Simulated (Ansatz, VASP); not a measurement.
**Pt: VASP beside Ansatz**

Contents of INCAR:

```
PREC = Accurate
ENCUT = 520
EDIFF = 1E-7
ISMEAR = -1
SIGMA = 0.1
LREAL = False
LASPH = True
NELM = 100
ALGO = Normal
ISIF = 2
LWAVE = False
LCHARG = True
GGA = B5
ALDAX = 1.0
AGGAX = 1.0
AGGAC = 1.0
ALDAC = 0.0
LELF = True
LVHAR = True
NBANDS = 11
```

KPOINTS

```
Automatic mesh
0
Gamma
  22 22 22
```

Contents of POSCAR:

```
Pt
1.0
    0.0000000000      1.9992828261      1.9992828261
    1.9992828261      0.0000000000      1.9992828261
    1.9992828261      1.9992828261      0.0000000000
Pt
1
Direct
    0.0000000000      0.0000000000      0.0000000000
```

Input for Ansatz:

```yaml
crystal:
  lattice:
    - [0.0, 1.9992828261, 1.9992828261]
    - [1.9992828261, 0.0, 1.9992828261]
    - [1.9992828261, 1.9992828261, 0.0]
  atoms:
    - { symbol: Pt, position: [0.0, 0.0, 0.0] }
hamiltonian:
  xc: blyp
  pseudopotentials:
    kind: paw
    azcp:
      Pt: "pseudopotentials/Pt.paw.azcp"
basis:
  ecutwfc: 420
  fft_grid_basis: typed
kpoints:
  mp_grid: { grid: [22, 22, 22], shift: [0, 0, 0] }
magnetization:
  spin_polarized: false
scf:
  occupations: { method: fermi_dirac, width: 0.1 }
output:
  stress: true
```

Alike in both runs: task single point; functional BLYP; k mesh 22 × 22 × 22; occupations fermi-dirac, width 0.1 eV; no spin polarisation.

|  | VASP | Ansatz |
| --- | --- | --- |
| version | VASP 6.6.1 | Ansatz 0.2.0 |
| potentials or method | VASP PAW PBE potentials, release 64 (Pt), cutoff 520 eV | plane waves (420 eV) with PAW, scalar-relativistic |
| valence electrons in the cell | 10 | 18 |

```csv
,VASP,Ansatz,Ansatz less VASP
pressure (GPa),10.3,9.1,-1.16
```

VASP's potentials were made for PBE, not for BLYP. The functional is the same, so the differences come from potentials, cutoffs and numerics. VASP's potentials hold 10 valence electrons a cell and Ansatz's 18, so a difference there can come from the potentials and not from the codes.

Neither program's run includes spin-orbit coupling.
